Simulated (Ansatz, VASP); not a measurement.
One calculation of MoS2, two programs

```
Mo S
1.0
     3.18507    0.00000    0.00000
    -1.59253    2.75835    0.00000
     0.00000    0.00000   14.80798
Mo S
2 4
Direct
  0.66667 0.33333 0.25000
  0.33333 0.66667 0.75000
  0.66667 0.33333 0.64448
  0.33333 0.66667 0.35552
  0.66667 0.33333 0.85552
  0.33333 0.66667 0.14448
```

Alike in both runs: functional PBE; k mesh 12 × 12 × 2; occupations gaussian, width 0.02 eV; no spin polarisation.

Ansatz relaxed the structure, and its values are those at the end. VASP's run is a single point on that final structure, the one shown.

```csv
,VASP,Ansatz
version,VASP 6.6.1,Ansatz 0.2.0
potentials or method,"VASP PAW PBE potentials, release 64 (Mo_sv, S), cutoff 520 eV","scalar-relativistic, plane waves, PAW"
valence electrons in the cell,52,52
```

```csv
,VASP,Ansatz,Ansatz less VASP
gap on the k mesh at the Fermi level (eV),1.46,1.45,-0.013
least direct gap on the mesh (eV),1.67,1.66,-0.004
pressure (GPa),-0.1,0.0,+0.10
rms of the force components (eV/Å),0.005,0.001,-0.0042
```
